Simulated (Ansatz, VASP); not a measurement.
**Cu in VASP and in Ansatz**

```xyz
1
Lattice="-1.4658 1.4658 1.2207 1.4658 -1.4658 1.2207 1.4658 1.4658 -1.2207" Properties=species:S:1:pos:R:3 pbc="T T T"
Cu    0.0000    0.0000    0.0000
```

Alike in both runs: task single point; functional LDA; k mesh 24 × 24 × 24; occupations gaussian, width 0.15 eV; no spin polarisation.

```csv
,VASP,Ansatz
version,VASP 6.6.1,Ansatz 0.2.0
potentials or method,"VASP PAW LDA potentials, release 64 (Cu_sv_GW), cutoff 820 eV","scalar-relativistic, plane waves, PAW"
valence electrons in the cell,19,19
```

|  | VASP | Ansatz | Ansatz less VASP |
| --- | --- | --- | --- |
| gap on the k mesh at the Fermi level (eV) | none | none | - |
| pressure (GPa) | 9.4 | 10.0 | +0.53 |
| traceless stress, the component that is largest in VASP (GPa) | 6.84 | 6.72 | -0.121 |

Ansatz warns that its potentials were made for another functional, while VASP's fit it. LDA's correlation is that of Perdew and Zunger in VASP and of Perdew and Wang (1992) in Ansatz. A gap of «none» marks a metal or a gap that the smearing closes.
